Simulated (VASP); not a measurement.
**Nb: single point with LDA**

The system is Nb.

```
Nb
1.0
     2.66560    0.00000    0.00000
     0.00000    2.66560    0.00000
     0.00000    0.00000    2.66560
Nb
1
Direct
  0.00000 0.00000 0.00000
```

```json
{"Program": "VASP 6.6.1", "Task": "single point", "Functional": "LDA", "Potentials or basis": "VASP PAW LDA potentials, release 64 (Nb_sv)", "Cutoff": "520 eV", "k mesh": "19 × 19 × 19", "Occupations": "fermi-dirac, width 0.1 eV", "Spin": "no spin polarisation", "Dipole correction": "no", "Further INCAR settings": "ALGO = Normal; EDIFF = 1e-06; NBANDS = 12"}
```

| Property | Result |
| --- | --- |
| Pressure | -0.4 GPa |

Levels at points of the mesh, in eV from the Fermi level:
| k point | band 4 | band 5 | band 6 | band 7 | band 8 | band 9 | band 10 | band 11 |
| --- | --- | --- | --- | --- | --- | --- | --- | --- |
| (0.00, 0.00, 0.00) | -29.66 | -5.72 | -3.03 | -3.03 | 5.44 | 5.44 | 5.44 | 15.08 |

Run time: 28 s on 1 thread of Intel(R) Xeon(R) Platinum 8259CL CPU @ 2.50GHz (Skylake/Cascade Lake), on a shared host, peak memory 0.15 GiB.
